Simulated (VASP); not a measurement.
# MgF2 (P4_2/mnm) in VASP: relaxation of the atoms with r2SCAN

Aim: the relaxation of the atoms of MgF2 with r2SCAN.

Program: VASP 6.6.1. These are calculated values, not measurements. Logs are shortened: lines on timing, memory, paths and dates and some standing lists are left out, and cuts for length are marked.

## (1) The cell of the first run

The structure is tetragonal, space group P4_2/mnm (No. 136). Conventional cell: a = 4.615 Å, b = 4.615 Å, c = 3.048 Å, α = 90.00°, β = 90.00°, γ = 90.00°. Within 2.6 Å of Mg (site symmetry mmm) lie 6 F at 1.98 to 1.99 Å. F (site symmetry m2m) has 3 Mg at 1.98 to 1.99 Å and 1 F at 2.57 Å within 2.6 Å.

## (2) Relaxation of the atoms, r2SCAN

POSCAR

```
MgF2
1.0
    4.6151966100      0.0000000000      0.0000000000
    0.0000000000      4.6151966100      0.0000000000
    0.0000000000      0.0000000000      3.0477835100
Mg F
2 4
Direct
    0.5000000000      0.5000000000      0.5000000000
    0.0000000000      0.0000000000      0.0000000000
    0.6970798600      0.6970798600      0.0000000000
    0.8029201400      0.1970798600      0.5000000000
    0.3029201400      0.3029201400      0.0000000000
    0.1970798600      0.8029201400      0.5000000000
```

INCAR.step1

```
SYSTEM = MgF2
ALGO = Normal ; EDIFF = 1E-5
EDIFFG = -0.01 ; ENCUT = 580
GGA = PE ; GGA_COMPAT = .False.
IBRION = 2 ; ISMEAR = -1
KPAR = 4 ; LASPH = .True.
LCHARG = .False. ; LREAL = .False.
LWAVE = .True. ; NELM = 120
NELMIN = 4 ; NSW = 100
PREC = Accurate ; SIGMA = 0.01
```

INCAR.step2

```
SYSTEM = MgF2
ALGO = Normal ; EDIFF = 1E-7
EDIFFG = -0.02 ; ENCUT = 580
GGA_COMPAT = .False. ; IBRION = 2
ISIF = 2 ; ISMEAR = -1
ISTART = 1 ; KPAR = 4
LASPH = .True. ; LCHARG = .False.
LMIXTAU = .True. ; LREAL = .False.
LWAVE = .False. ; METAGGA = R2SCAN
NELM = 120 ; NELMIN = 4
NSW = 80 ; PREC = Accurate
SIGMA = 0.01
```

KPOINTS

```
k-points
0
Gamma
  7 7 11
  0 0 0
```

Potentials or basis: VASP PAW PBE potentials, release 64 (Mg, F).

Started as:

```console
> cat potpaw_PBE.64/Mg/POTCAR potpaw_PBE.64/F/POTCAR > POTCAR
> cp INCAR.step1 INCAR
> mpirun -np 4 vasp_std > vasp.out
> cp INCAR.step2 INCAR
> mpirun -np 4 vasp_std > vasp.out
```

OUTCAR:

```text
SYSTEM = MgF2
   EDIFF = 1E-7
   EDIFFG = -0.02
   ENCUT = 580
   IBRION = 2
   ISIF = 2
   ISMEAR = -1
   ISTART = 1
   LASPH = .True.
   LREAL = .False.
   METAGGA = R2SCAN
   NELM = 120
   NELMIN = 4
   NSW = 80
   PREC = Accurate

 ion  position               nearest neighbor table
   1  0.500  0.500  0.500-   4 1.98   6 1.98   5 1.99   3 1.99   3 1.99   5 1.99   2 3.60   2 3.60
                             2 3.60   2 3.60   2 3.60   2 3.60   2 3.60   2 3.60
   2  0.000  0.000  0.000-   3 1.98   5 1.98   4 1.99   6 1.99   4 1.99   6 1.99   1 3.60   1 3.60
                             1 3.60   1 3.60   1 3.60   1 3.60   1 3.60   1 3.60
   3  0.697  0.697  0.000-   2 1.98   1 1.99   1 1.99
   4  0.803  0.197  0.500-   1 1.98   2 1.99   2 1.99
   5  0.303  0.303  0.000-   2 1.98   1 1.99   1 1.99
   6  0.197  0.803  0.500-   1 1.98   2 1.99   2 1.99

  LATTYP: Found a simple tetragonal cell.
 ALAT       =     4.6151966100
 C/A-ratio  =     0.6603799941

  Lattice vectors:

 A1 = (   4.6151966100,   0.0000000000,   0.0000000000)
 A2 = (   0.0000000000,   4.6151966100,   0.0000000000)
 A3 = (   0.0000000000,   0.0000000000,   3.0477835100)

Analysis of symmetry for initial positions (statically):
=====================================================================
 Subroutine PRICEL returns:
 Original cell was already a primitive cell.

 Routine SETGRP: Setting up the symmetry group for a
 simple tetragonal supercell.

 Subroutine GETGRP returns: Found 16 space group operations
 (whereof  8 operations were pure point group operations)
 out of a pool of 16 trial point group operations.

The static configuration has the point symmetry D_2h.
 The point group associated with its full space group is D_4h.

Analysis of symmetry for dynamics (positions and initial velocities):
=====================================================================
 Subroutine PRICEL returns:
 Original cell was already a primitive cell.

 Routine SETGRP: Setting up the symmetry group for a
 simple tetragonal supercell.

 Subroutine GETGRP returns: Found 16 space group operations
 (whereof  8 operations were pure point group operations)
 out of a pool of 16 trial point group operations.

The dynamic configuration has the point symmetry D_2h.
 The point group associated with its full space group is D_4h.

 Subroutine INISYM returns: Found 16 space group operations
 (whereof  8 operations are pure point group operations),
 and found     1 'primitive' translations

[... 101 lines left out ...]
   NELM   =    120;   NELMIN=  4; NELMDL=  0     # of ELM steps
   EDIFF  = 0.1E-06   stopping-criterion for ELM
   LREAL  =      F    real-space projection
   EDIFFG = -.2E-01   stopping-criterion for IOM
   NSW    =     80    number of steps for IOM
   IBRION =      2    ionic relax: 0-MD 1-quasi-New 2-CG
   NFREE  =      1    steps in history (QN), initial steepest desc. (CG)
   ISIF   =      2    stress and relaxation
   ISYM   =      2    0-nonsym 1-usesym 2-fastsym
   POTIM  = 0.5000    time-step for ionic-motion
   TEBEG  =    0.0;   TEEND  =   0.0 temperature during run
   PSTRESS=    0.0 pullay stress
   NELECT =      32.0000    total number of electrons
   NUPDOWN=      -1.0000    fix difference up-down
   EMIN   =  10.00;   EMAX   =-10.00  energy-range for DOS
   EFERMI =   0.00;   METHOD = LEGACY
   ISMEAR =    -1;   SIGMA  =   0.01  broadening in eV -4-tet -1-fermi 0-gaus
   EFERMI_NEDOS =   21; number of points for ismear=-14 and -15
   IALGO  =     38    algorithm
   IMIX   =      4    mixing-type and parameters
     AMIX     =   0.40;   BMIX     =  1.00
     AMIX_MAG =   1.60;   BMIX_MAG =  1.00
  volume/ion in A,a.u.               =      10.82        73.01
  Fermi-wavevector in a.u.,A,eV,Ry     =   1.293213  2.443818 22.754373  1.672399
  Thomas-Fermi vector in A             =   2.424872
   LORBIT       =      0    0 simple, 1 ext, 2 COOP (PROOUT), +10 PAW based schemes
   METAGGA = R2SCAN    functional components
   LHFCALC =     F    Hartree Fock is set to
   AEXX    =    0.0000 exact exchange contribution
   IVDW    =     0    specifies the selected vdW correction
   LEPSILON=     F    determine dielectric tensor
   LRPA    =     F    only Hartree local field effects (RPA)
 conjugate gradient relaxation of ions
 non-spin polarized calculation
  energy-cutoff  :      580.00
  volume of cell :       64.92
 maximum number of plane-waves:      2080
   NGX = 19   NGY = 19   NGZ = 11

 number of electron      32.0000032 magnetization

 Free energy of the ion-electron system (eV)
  ---------------------------------------------------
  ext. energy  EPLUGINS =         0.00000000
  ---------------------------------------------------
  free energy    TOTEN  =       -43.84608380 eV

  energy without entropy =      -43.84608380  energy(sigma->0) =      -43.84608380

 E-fermi :  -1.5426     XC(G=0): -10.2710

 val. band max:       -1.8289434594   @ k =   0.0000   0.0000   0.0000
 cond. band min:       6.2147209428   @ k =   0.0000   0.0000   0.0000
 fundamental gap:      8.0436644021
 Fermi energy:        -1.5425533789

 k-point     1 :       0.0000    0.0000    0.0000
  band No.  band energies     occupation
      1     -23.7118      2.00000
      2     -22.9233      2.00000
      3     -22.9233      2.00000
      4     -22.8331      2.00000
      5      -5.8865      2.00000
      6      -4.3562      2.00000
[... 541 lines left out ...]
     19      13.1779      0.00000
     20      13.5532      0.00000

 [... further k-points ...]
[... 5 lines left out ...]
  --------------------------------------------------------------------------------------
  -------------------------------------------------------------------------------------
  Total       -0.3820850     -0.3820850     -0.5365356      0.0000000      0.0000000      0.0000000
  in kB       -9.4298783     -9.4298783    -13.2417262      0.0000000      0.0000000      0.0000000
  external PRESSURE =     -10.7004943 kB  Pullay stress =       0.0000000 kB

 VOLUME and BASIS-vectors are now :
 -----------------------------------------------------------------------------
  energy-cutoff  :      580.00
  volume of cell :       64.92
      direct lattice vectors                 reciprocal lattice vectors
     4.615196610  0.000000000  0.000000000     0.216675493  0.000000000  0.000000000
     0.000000000  4.615196610  0.000000000     0.000000000  0.216675493  0.000000000
     0.000000000  0.000000000  3.047783510     0.000000000  0.000000000  0.328107294

 POSITION                                       TOTAL-FORCE (eV/Angst)
 -----------------------------------------------------------------------------------
      2.30760      2.30760      1.52389         0.000000     -0.000000      0.000000
      0.00000      0.00000      0.00000         0.000000     -0.000000      0.000000
      3.21716      3.21716      0.00000        -0.007133     -0.007133     -0.000000
      3.70563      0.90956      1.52389         0.007133     -0.007133      0.000000
      1.39804      1.39804      0.00000         0.007133      0.007133      0.000000
      0.90956      3.70563      1.52389        -0.007133      0.007133      0.000000
 -----------------------------------------------------------------------------------
    total drift:                                0.000000     -0.000000      0.000000

  FREE ENERGIE OF THE ION-ELECTRON SYSTEM (eV)
  ---------------------------------------------------
  free  energy   TOTEN  =       -43.8460837964 eV

  energy  without entropy=      -43.8460837964  energy(sigma->0) =      -43.84608380

 reached required accuracy - stopping structural energy minimisation
```

OUTCAR.step1:

```text
SYSTEM = MgF2
   EDIFF = 1E-5
   EDIFFG = -0.01
   ENCUT = 580
   GGA = PE
   IBRION = 2
   ISMEAR = -1
   LASPH = .True.
[... 846 lines left out ...]
      1.39728      1.39728      0.00000        -0.006754     -0.006754      0.000000
      0.91032      3.70488      1.52389         0.006754     -0.006754      0.000000
 -----------------------------------------------------------------------------------
    total drift:                                0.000000      0.000000     -0.000000

  FREE ENERGIE OF THE ION-ELECTRON SYSTEM (eV)
  ---------------------------------------------------
  free  energy   TOTEN  =       -31.5080947264 eV

  energy  without entropy=      -31.5080947264  energy(sigma->0) =      -31.50809473

 reached required accuracy - stopping structural energy minimisation
```

Run time: 1.9 min. Hardware: 4 MPI ranks of Intel Xeon Platinum 8259CL at 2.50GHz (Skylake/Cascade Lake), shared host; peak memory 0.22 GiB.

What came out:

* Free energy: -43.8461 eV
* Pressure after relaxing: -1.1 GPa
* Largest force after relaxing: 0.010 eV/Å
* Band gap on the k mesh: 8.04 eV, direct

Forces in eV/Å, atoms in the order of the input:
```
Mg   0.000  0.000  0.000
Mg   0.000  0.000  0.000
F   -0.007 -0.007  0.000
F    0.007 -0.007  0.000
F    0.007  0.007  0.000
F   -0.007  0.007  0.000
```

Final structure:
```
Mg F
1.0
     4.61520    0.00000    0.00000
     0.00000    4.61520    0.00000
     0.00000    0.00000    3.04778
Mg F
2 4
Cartesian
  2.3076 2.3076 1.5239
  0.0000 0.0000 0.0000
  3.2172 3.2172 0.0000
  3.7056 0.9096 1.5239
  1.3980 1.3980 0.0000
  0.9096 3.7056 1.5239
```

Levels at points of the mesh, in eV from the valence-band top:
| k point | band 13 | band 14 | band 15 | band 16 | band 17 | band 18 | band 19 | band 20 |
| --- | --- | --- | --- | --- | --- | --- | --- | --- |
| (0.00, 0.00, 0.00) | -0.73 | -0.32 | -0.32 | 0.00 | 8.04 | 13.28 | 13.28 | 14.80 |

Caveat: the relaxation stopped at its first step, so nothing moved; the PAW data sets were made with another functional, which shifts forces and pressure a little. A k mesh can miss the band edges.
